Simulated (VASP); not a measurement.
Wanted: the native input for a VASP 6.6.1 run.

* Task: single point
* Functional: PBE
* Potentials or basis: VASP PAW PBE potentials, release 64 (Ti_sv)
* Cutoff: 500 eV
* k mesh: 18 × 18 × 10
* Occupations: gaussian, width 0.1 eV
* Spin: no spin polarisation
* Dipole correction: no
* Further INCAR settings: ALGO = Normal; EDIFF = 1e-06; NBANDS = 19

The structure of Ti lies in POSCAR:

```
Ti
1.0
    2.9390512721      0.0000000000      0.0000000000
   -1.4695256360      2.5452930647      0.0000000000
    0.0000000000      0.0000000000      4.6493578556
Ti
2
Direct
    0.3333333333      0.6666666667      0.2500000000
    0.6666666667      0.3333333333      0.7500000000
```

These files were run (other wordings do the same):

INCAR

```
SYSTEM = Ti
  ALGO = Normal
  EDIFF = 1E-6
  ENCUT = 500
  GGA = PE
  GGA_COMPAT = .False.
  ISIF = 2
  ISMEAR = 0
  LASPH = .True.
  LCHARG = .False.
  LREAL = .False.
  LWAVE = .False.
  NBANDS = 19
  NELM = 120
  PREC = Accurate
  SIGMA = 0.1
```

KPOINTS

```
k-points
0
Gamma
  18 18 10
  0 0 0
```

Potentials or basis: VASP PAW PBE potentials, release 64 (Ti_sv).

Run with:

```bash
$ cat potpaw_PBE.64/Ti_sv/POTCAR > POTCAR
$ mpirun -np 1 vasp_std > vasp.out
```

It gave:

* Pressure: -0.3 GPa
* Band gap on the k mesh: zero (bands 12 and 13 overlap by 1.10 eV)

Wall time 2.2 min on 1 thread of AMD EPYC 7R43 64-Core Processor (Zen 3) (shared host), peak memory 0.2 GiB.
